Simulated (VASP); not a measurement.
GaN:

```
Ga N
1.0
     0.00000    2.13400    2.13400
     2.13400    0.00000    2.13400
     2.13400    2.13400    0.00000
Ga N
1 1
Direct
  0.00000 0.00000 0.00000
  0.50000 0.50000 0.50000
```

* Program: VASP 6.6.1
* Task: relaxation of cell and atoms
* Functional: LDA
* Potentials or basis: VASP PAW LDA potentials, release 64 (Ga_d, N)
* Cutoff: 600 eV
* k mesh: 10 × 10 × 10
* Occupations: fermi-dirac, width 0.02 eV
* Spin: no spin polarisation

At the start: pressure -12.4 GPa; volume 9.72 Å³/atom.

Task: How do energy, volume and symmetry change on relaxing?

Result: Over 6 steps the energy falls by 21.8 meV/atom and the volume is 9.18 Å³/atom (-5.5 %); space group Fm-3m (No. 225, to 0.1 Å) before and after.

The path:
```
step  energy change (eV)  largest force (eV/Å)  pressure (GPa)  volume (Å³)
   1              0.0000                0.0000          -12.41        19.44
   2              0.0006                0.0000           15.33        17.39
   3             -0.0436                0.0000           -0.15        18.38
   4             -0.0436                0.0000            0.19        18.36
   5             -0.0436                0.0000           -0.30        18.38
   6             -0.0436                0.0000            0.04        18.37
```

Final structure:
```
Ga N
1.0
     0.00000    2.09409    2.09409
     2.09409    0.00000    2.09409
     2.09409    2.09409    0.00000
Ga N
1 1
Direct
  0.00000 0.00000 0.00000
  0.50000 0.50000 0.50000
```

Caveat: the structure was generated, so it needn't be the stable form of GaN.
